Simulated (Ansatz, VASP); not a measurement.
## Two plane-wave programs on MgB2

The input INCAR:

```
PREC = Accurate
ENCUT = 600
EDIFF = 1E-6
ISMEAR = -1
SIGMA = 0.15
LREAL = F
LASPH = T
NELM = 80
ALGO = Normal
ISIF = 3
LWAVE = F
LCHARG = F
GGA = PE
IBRION = 2
NSW = 80
EDIFFG = -0.001
```

KPOINTS

```
Automatic mesh
0
Gamma
  15 15 12
```

POSCAR

```
MgB2
1.0
    3.0728984929      0.0000000000      0.0000000000
   -1.5364492465      2.6612081581      0.0000000000
    0.0000000000      0.0000000000      3.5320018760
Mg B
1 2
Direct
    0.0000000000      0.0000000000      0.0000000000
    0.3333333333      0.6666666667      0.5000000000
    0.6666666667      0.3333333333      0.5000000000
```

Input for Ansatz:

```yaml
crystal:
  lattice:
    - [3.0728984929, 0.0, 0.0]
    - [-1.5364492465, 2.6612081581, 0.0]
    - [0.0, 0.0, 3.532001876]
  atoms:
    - { symbol: Mg, position: [0.0, 0.0, 0.0] }
    - { symbol: B, position: [0.3333333333, 0.6666666667, 0.5] }
    - { symbol: B, position: [0.6666666667, 0.3333333333, 0.5] }
basis:
  ecutwfc: 420
kpoints:
  mp_grid: { grid: [15, 15, 12] }
hamiltonian:
  xc: pbe
scf:
  occupations: { method: fermi_dirac, width: 0.15 }
output:
  forces: true
  stress: true
  eigenvalues: true
relax:
  adjacent_minimum: "off"
  f_tol: 0.001
  max_steps: 60
  cell: { stress_tol: 0.01 }
```

Alike in both runs: task relaxation of cell and atoms; functional PBE; k mesh 15 × 15 × 12; occupations fermi-dirac, width 0.15 eV; no spin polarisation.

|  | VASP | Ansatz |
| --- | --- | --- |
| version | VASP 6.6.1 | Ansatz 0.2.0 |
| potentials or method | VASP PAW PBE potentials, release 64 (Mg, B), cutoff 600 eV | scalar-relativistic, plane waves, PAW |
| valence electrons in the cell | 8 | 16 |

```tsv
	VASP	Ansatz	Ansatz less VASP
gap on the k mesh at the Fermi level, each at its own relaxed structure (eV)	none	none	-
relaxed volume (Å³/atom)	9.61	9.63	+0.020
relaxed cell length with the largest relative difference (Å)	3.521	3.526	+0.0047
```

A gap of «none» marks a metal or a gap that the smearing closes. VASP's potentials hold 8 valence electrons a cell and Ansatz's 16, so a difference there can come from the potentials and not from the codes.
